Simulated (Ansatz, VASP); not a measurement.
## AlN in VASP and in Ansatz

INCAR

```
SYSTEM = AlN
PREC = Accurate ; ENCUT = 520
EDIFF = 1E-6 ; ISMEAR = 0
SIGMA = 0.05 ; LREAL = .False.
LASPH = .True. ; NELM = 80
ALGO = Normal ; ISIF = 2
LWAVE = .False. ; LCHARG = .True.
GGA = PS ; LELF = .True.
LVHAR = .True. ; NBANDS = 16
```

The input KPOINTS:

```
regular mesh
0
Gamma
  9 9 6
  0 0 0
```

Contents of POSCAR:

```
AlN
1.0
    3.2222000000      0.0000000000      0.0000000000
   -1.6111000000      2.7905070561      0.0000000000
    0.0000000000      0.0000000000      3.9330000000
Al N
2 2
Direct
    0.3333333333      0.6666666667      0.7500000000
    0.6666666667      0.3333333333      0.2500000000
    0.3333333333      0.6666666667      0.2500000000
    0.6666666667      0.3333333333      0.7500000000
```

Input for Ansatz:

```yaml
crystal:
  lattice:
    - [3.2222, 0.0, 0.0]
    - [-1.6111, 2.7905070561, 0.0]
    - [0.0, 0.0, 3.933]
  atoms:
    - { symbol: Al, position: [0.3333333333, 0.6666666667, 0.75] }
    - { symbol: Al, position: [0.6666666667, 0.3333333333, 0.25] }
    - { symbol: "N", position: [0.3333333333, 0.6666666667, 0.25] }
    - { symbol: "N", position: [0.6666666667, 0.3333333333, 0.75] }
basis:
  ecutwfc: 520.0
kpoints:
  mp_grid: { grid: [9, 9, 6] }
hamiltonian:
  xc: pbesol
  pseudopotentials: { kind: paw, azcp: { folder: soft_1 } }
scf:
  occupations: { method: gaussian, width: 0.05 }
output:
  forces: true
  stress: true
  eigenvalues: true
```

Alike in both runs: task single point; functional PBEsol; k mesh 9 × 9 × 6; occupations gaussian, width 0.05 eV; no spin polarisation.

|  | VASP | Ansatz |
| --- | --- | --- |
| version | VASP 6.6.1 | Ansatz 0.2.0 |
| potentials or method | VASP PAW PBE potentials, release 64 (Al, N), cutoff 520 eV | scalar-relativistic, plane waves, PAW |
| valence electrons in the cell | 16 | 16 |

Ansatz gave:

```
gap on the k mesh at the Fermi level (eV)                     : 4.08
least direct gap on the mesh (eV)                             : 4.08
pressure (GPa)                                                : 25.7
traceless stress, the component that is largest in VASP (GPa) : 3.90
```

Task: What did VASP give for the same quantities?

Result: gap on the k mesh at the Fermi level (eV): 4.09; least direct gap on the mesh (eV): 4.09; pressure (GPa): 25.9; traceless stress, the component that is largest in VASP (GPa): 3.96.

VASP's potentials were made for PBE, not for PBEsol, and Ansatz warns of the same on its side. With one functional, cell and mesh, what is left measures potentials, basis and numerics.
